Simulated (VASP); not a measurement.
# C (I4_1/amd) in VASP: G0W0 quasiparticle levels with PBE

Aim: the G0W0 quasiparticle levels of C with PBE.

All numbers are computed with VASP 6.6.1; they aren't measurements. Logs are shortened: lines on timing, memory, paths and dates and some standing lists are left out, and cuts for length are marked.

### 1 The cell of the first run

The structure is tetragonal, space group I4_1/amd (No. 141). Conventional cell: a = 2.417 Å, b = 2.417 Å, c = 3.592 Å, α = 90.00°, β = 90.00°, γ = 90.00°. Within 2.0 Å of C (site symmetry -4m2) lie 4 C at 1.51 Å.

### 2 G0W0 quasiparticle levels, PBE

Contents of POSCAR:

```
C
1.0
    0.0000000000      1.7089191755      1.7961065767
    1.7089191755      0.0000000000      1.7961065767
    1.7089191755      1.7089191755      0.0000000000
C
2
Direct
    0.0000000000      0.0000000000      0.0000000000
    0.2500000000      0.2500000000      0.2500000000
```

Contents of INCAR.step1:

```
PREC = Accurate ; ENCUT = 500
EDIFF = 1E-8 ; ISMEAR = 0
SIGMA = 0.01 ; LREAL = False
LASPH = True ; NELM = 80
ALGO = Normal ; LWAVE = True
LCHARG = False ; GGA = PE
```

Contents of INCAR.step2:

```
PREC = Accurate ; ENCUT = 500
EDIFF = 1E-8 ; ISMEAR = 0
SIGMA = 0.01 ; LREAL = False
LASPH = True ; NELM = 1
ALGO = Exact ; LWAVE = True
LCHARG = False ; GGA = PE
NBANDS = 47 ; LOPTICS = True
ISTART = 1
```

Contents of INCAR.step3:

```
PREC = Accurate ; ENCUT = 500
EDIFF = 1E-8 ; ISMEAR = 0
SIGMA = 0.01 ; LREAL = False
LASPH = True ; ALGO = EVGW0
LWAVE = False ; LCHARG = False
GGA = PE ; NELMGW = 1
NBANDS = 47 ; ENCUTGW = 150.0
NOMEGA = 96 ; PRECFOCK = Fast
ISTART = 1 ; NBANDSGW = 12
OMEGAMAX = 30
```

Contents of KPOINTS:

```
regular mesh
0
Gamma
  6 6 6
```

Potentials or basis: VASP PAW PBE potentials, release 64 (C_GW).

Run with:

```
$ cat potpaw_PBE.64/C_GW/POTCAR > POTCAR
$ cp INCAR.step1 INCAR
$ mpirun -np 1 vasp_std > vasp.out
$ cp INCAR.step2 INCAR
$ mpirun -np 1 vasp_std > vasp.out
$ cp INCAR.step3 INCAR
$ mpirun -np 1 vasp_std > vasp.out
```

OUTCAR:

```text
PREC = Accurate
   ENCUT = 500
   EDIFF = 1E-8
   ISMEAR = 0
   LREAL = False
   LASPH = True
   GGA = PE
   NELMGW = 1
   ENCUTGW = 150.0
   PRECFOCK = Fast
   ISTART = 1

 ion  position               nearest neighbor table
   1  0.000  0.000  0.000-   2 1.51   2 1.51   2 1.51   2 1.51
   2  0.250  0.250  0.250-   1 1.51   1 1.51   1 1.51   1 1.51

  LATTYP: Found a body centered tetragonal cell.
 ALAT       =     2.4167766750
 C/A-ratio  =     1.4863653686

  Lattice vectors:

 A1 = (  -1.7089191755,   0.0000000000,   1.7961065767)
 A2 = (   1.7089191755,   0.0000000000,   1.7961065767)
 A3 = (   0.0000000000,   1.7089191755,  -1.7961065767)

Analysis of symmetry for initial positions (statically):
=====================================================================
 Subroutine PRICEL returns:
 Original cell was already a primitive cell.

 Routine SETGRP: Setting up the symmetry group for a
 body centered tetragonal supercell.

 Subroutine GETGRP returns: Found 16 space group operations
 (whereof  8 operations were pure point group operations)
 out of a pool of 16 trial point group operations.

The static configuration has the point symmetry D_2d.
 The point group associated with its full space group is D_4h.

Analysis of symmetry for dynamics (positions and initial velocities):
=====================================================================
 Subroutine PRICEL returns:
 Original cell was already a primitive cell.

 Routine SETGRP: Setting up the symmetry group for a
 body centered tetragonal supercell.

 Subroutine GETGRP returns: Found 16 space group operations
 (whereof  8 operations were pure point group operations)
 out of a pool of 16 trial point group operations.

The dynamic configuration has the point symmetry D_2d.
 The point group associated with its full space group is D_4h.

 Subroutine INISYM returns: Found 16 space group operations
 (whereof  8 operations are pure point group operations),
 and found     1 'primitive' translations

----------------------------------------------------------------------------------------

                                     Primitive cell

  volume of cell :      10.4907

  direct lattice vectors                    reciprocal lattice vectors
     0.000000000  1.708919175  1.796106577    -0.292582591  0.292582591  0.278379917
     1.708919175  0.000000000  1.796106577     0.292582591 -0.292582591  0.278379917
     1.708919175  1.708919175  0.000000000     0.292582591  0.292582591 -0.278379917

  length of vectors
     2.479194140  2.479194140  2.416776675     0.498702841  0.498702841  0.498702841

  position of ions in fractional coordinates (direct lattice)
     0.000000000  0.000000000  0.000000000
     0.250000000  0.250000000  0.250000000

  ion indices of the primitive-cell ions
   primitive index   ion index
                 1           1
                 2           2

----------------------------------------------------------------------------------------

 KPOINTS: regular mesh

Automatic generation of k-mesh.
 Grid dimensions read from file:
 generate k-points for:    6    6    6

 Generating k-lattice:

  Cartesian coordinates                     Fractional coordinates (reciprocal lattice)
    -0.048763765  0.048763765  0.046396653     0.166666667  0.000000000  0.000000000
     0.048763765 -0.048763765  0.046396653     0.000000000  0.166666667  0.000000000
     0.048763765  0.048763765 -0.046396653    -0.000000000 -0.000000000  0.166666667

  Length of vectors
     0.083117140  0.083117140  0.083117140

  Shift w.r.t. Gamma in fractional coordinates (k-lattice)
     0.000000000  0.000000000  0.000000000

 Subroutine IBZKPT returns following result:
 ===========================================

 Found     30 irreducible k-points:

 Following reciprocal coordinates:
            Coordinates               Weight
  0.000000  0.000000  0.000000      1.000000
  0.166667  0.000000  0.000000      8.000000
  0.333333  0.000000  0.000000      8.000000
  0.500000  0.000000  0.000000      4.000000
  0.166667  0.166667  0.000000      2.000000
  0.333333  0.166667  0.000000      8.000000
[... 16 lines left out ...]
  0.333333  0.000000  0.333333      4.000000
  0.500000  0.000000  0.333333     16.000000
 [... further k-points ...]
   k-points           NKPTS =     30   k-points in BZ     NKDIM =    216   number of bands    NBANDS=     47
   number of dos      NEDOS =    301   number of ions     NIONS =      2
   total plane-waves  NPLWV =   5832
   dimension x,y,z NGX =    18 NGY =   18 NGZ =   18
   dimension x,y,z NGXF=    36 NGYF=   36 NGZF=   36
   ions per type =               2
   NGX,Y,Z   is equivalent  to a cutoff of  12.07, 12.07, 12.38 a.u.
   NGXF,Y,Z  is equivalent  to a cutoff of  24.14, 24.14, 24.76 a.u.
 SYSTEM =  unknown system
   PREC   = accura    normal or accurate (medium, high low for compatibility)
   ISTART =      1    job   : 0-new  1-cont  2-samecut
   ICHARG =      0    charge: 1-file 2-atom 10-const
   ISPIN  =      1    spin polarized calculation?
   LNONCOLLINEAR =      F non collinear calculations
   LSORBIT =      F    spin-orbit coupling
   LASPH  =      T    aspherical Exc in radial PAW
   ENCUT  =  500.0 eV  36.75 Ry    6.06 a.u.   4.52  4.52  4.41*2*pi/ulx,y,z
   NELM   =     60;   NELMIN=  2; NELMDL=  0     # of ELM steps
   EDIFF  = 0.1E-07   stopping-criterion for ELM
   LREAL  =      F    real-space projection
   EDIFFG = 0.1E-06   stopping-criterion for IOM
   NSW    =      0    number of steps for IOM
   IBRION =     -1    ionic relax: 0-MD 1-quasi-New 2-CG
   NFREE  =      0    steps in history (QN), initial steepest desc. (CG)
   ISIF   =      0    stress and relaxation
   ISYM   =      3    0-nonsym 1-usesym 2-fastsym
   POTIM  = 0.5000    time-step for ionic-motion
   TEBEG  =    0.0;   TEEND  =   0.0 temperature during run
   PSTRESS=    0.0 pullay stress
   NELECT =       8.0000    total number of electrons
   NUPDOWN=      -1.0000    fix difference up-down
   EMIN   =  10.00;   EMAX   =-10.00  energy-range for DOS
   EFERMI =   0.00;   METHOD = LEGACY
   ISMEAR =     0;   SIGMA  =   0.01  broadening in eV -4-tet -1-fermi 0-gaus
   EFERMI_NEDOS =   21; number of points for ismear=-14 and -15
   IALGO  =     38    algorithm
   IMIX   =      4    mixing-type and parameters
     AMIX     =   0.40;   BMIX     =  1.00
     AMIX_MAG =   1.60;   BMIX_MAG =  1.00
  volume/ion in A,a.u.               =       5.25        35.40
  Fermi-wavevector in a.u.,A,eV,Ry     =   1.495672  2.826411 30.436717  2.237036
  Thomas-Fermi vector in A             =   2.607787
   LORBIT       =      0    0 simple, 1 ext, 2 COOP (PROOUT), +10 PAW based schemes
   GGA     = PE    functional components
   LHFCALC =     T    Hartree Fock is set to
   PRECFOCK=fast      Normal, Fast or Accurate (Low or Medium for compatibility)
   ENCUT4O =  -1.0   cutoff for four orbital integrals eV
   NKREDX  =     1    reduce k-point grid by
   NKREDY  =     1    reduce k-point grid by
   NKREDZ  =     1    reduce k-point grid by
   AEXX    =    1.0000 exact exchange contribution
   HFSCREEN=    0.0000 screening length (either q_TF or 0.3 A-1)
   HFSCREENC=   0.0000 screening length for correlation (either q_TF or 0.3 A-1)
   ENCUTFOCK=  -1.0 apply spherical cutoff to Coloumb kernel
   IVDW    =     0    specifies the selected vdW correction
   LEPSILON=     F    determine dielectric tensor
   LRPA    =     F    only Hartree local field effects (RPA)
   LRPAFORCE           =     F    calculate RPA forces
   ENCUTGW             = 150.0    cutoff for response function in eV
   ENCUTGWSOFT         = 120.0    soft cutoff for Coulomb kernel in GW response function in eV
   ENCUTLF             =  -1.0    cutoff for local field effects
   NELMGW              =     1    number of iterations in solving QP/BSE equation
   NELMHF              =     1    number of iterations in the inner HF iteration
   NKREDLFX            =     1    NKREDLFY  =   1   NKREDLFZ  =   1
 non-spin polarized calculation
 Gauss-broadening in eV      SIGMA  =   0.01
  energy-cutoff  :      500.00
  volume of cell :       10.49
 maximum number of plane-waves:       279
  NGX = 12; NGY = 12; NGZ = 12
   NGX =  9   NGY =  9   NGZ =  9
 maximum number of plane-waves:        59

 QP shifts <psi_nk| G(iteration)W_0 |psi_nk>: iteration 1
 for sc-GW calculations column KS-energies equals QP-energies in previous step
 and V_xc(KS)=  KS-energies - (<T + V_ion + V_H > + <T+V_H+V_ion>^1  + <V_x>^1)

 k-point   1 :       0.0000    0.0000    0.0000
  band No.  KS-energies  QP-energies   sigma(KS)   V_xc(KS)     V^pw_x(r,r')   Z            occupation Imag(sigma)

      1     -11.6191     -13.1977     -17.1198     -15.0315     -25.9239       0.7560       2.0000       1.3366
      2      10.3758       9.8575     -17.7582     -17.1345     -19.7232       0.8310       2.0000       0.0359
      3      11.2146      10.7247     -17.6471     -17.0585     -19.4649       0.8324       2.0000       0.0341
      4      11.2146      10.7247     -17.6471     -17.0585     -19.4649       0.8324       2.0000       0.0341
      5      16.5557      17.7803     -14.3244     -15.8001      -9.5825       0.8299       0.0000      -0.0550
      6      16.5557      17.7803     -14.3244     -15.8001      -9.5825       0.8299       0.0000      -0.0550
      7      17.1947      18.4156     -14.2868     -15.7568      -9.4264       0.8306       0.0000      -0.0569
      8      26.0458      27.1805     -15.0210     -16.4875      -7.5744       0.7737       0.0000      -0.1700
      9      31.2920      31.7452     -11.7312     -12.2896      -4.5072       0.8115       0.0000      -0.3260
     10      36.6773      37.7914     -12.6728     -14.0074      -6.1001       0.8348       0.0000      -0.4216
     11      37.5800      38.1127     -11.1261     -11.7684      -3.5083       0.8294       0.0000      -0.7994
     12      39.7551      40.9424     -12.9050     -14.3441      -6.0381       0.8251       0.0000      -0.5883

 k-point   2 :       0.1667    0.0000    0.0000
  band No.  KS-energies  QP-energies   sigma(KS)   V_xc(KS)     V^pw_x(r,r')   Z            occupation Imag(sigma)
[... 353 lines left out ...]
      1      -4.4305      -5.7541     -17.4147     -15.6439     -24.2344       0.7475       2.0000       0.4679
      2       0.4325      -0.8190     -17.7657     -16.1445     -22.9641       0.7719       2.0000       0.1623
      3       2.7120       1.6251     -16.8999     -15.5355     -20.8819       0.7966       2.0000       0.0910
      4       4.6157       3.6533     -17.3107     -16.1197     -20.8426       0.8080       2.0000       0.0685
      5      16.0192      16.7787     -13.1812     -14.0859      -8.2864       0.8396       0.0000      -0.0573
      6      19.2525      20.1665     -13.1343     -14.2351      -7.6288       0.8304       0.0000      -0.0714
      7      26.2366      27.8140     -14.5313     -16.5574      -7.1196       0.7785       0.0000      -0.1745
      8      27.7426      29.3546     -14.8255     -16.9186      -6.9748       0.7702       0.0000      -0.2201
      9      33.6296      34.8837     -13.7274     -15.3242      -5.5234       0.7854       0.0000      -0.4993
     10      36.0172      37.3228     -13.8918     -15.5652      -5.1015       0.7802       0.0000      -0.6864
     11      41.0918      42.1183     -12.6000     -13.8627      -4.8301       0.8129       0.0000      -0.8377
     12      45.9293      46.7720     -11.9807     -13.0198      -3.6231       0.8110       0.0000      -1.1461

 [... further k-points ...]
```

It took 1.8 min on 1 thread of AMD EPYC 9R45 (Zen 5), shared host; peak memory 0.2 GiB.

Results:

- Quasiparticle gap: 4.94 eV
- Least direct quasiparticle gap: 7.06 eV
- Band gap of the starting levels on the mesh: 3.68 eV
- Least direct gap of the starting levels on the mesh: 5.34 eV

Caveat: the k points lie up to 0.52 Å⁻¹ apart; bands, screening cutoff and mesh are small and nothing is extrapolated, so the quasiparticle values aren't converged.
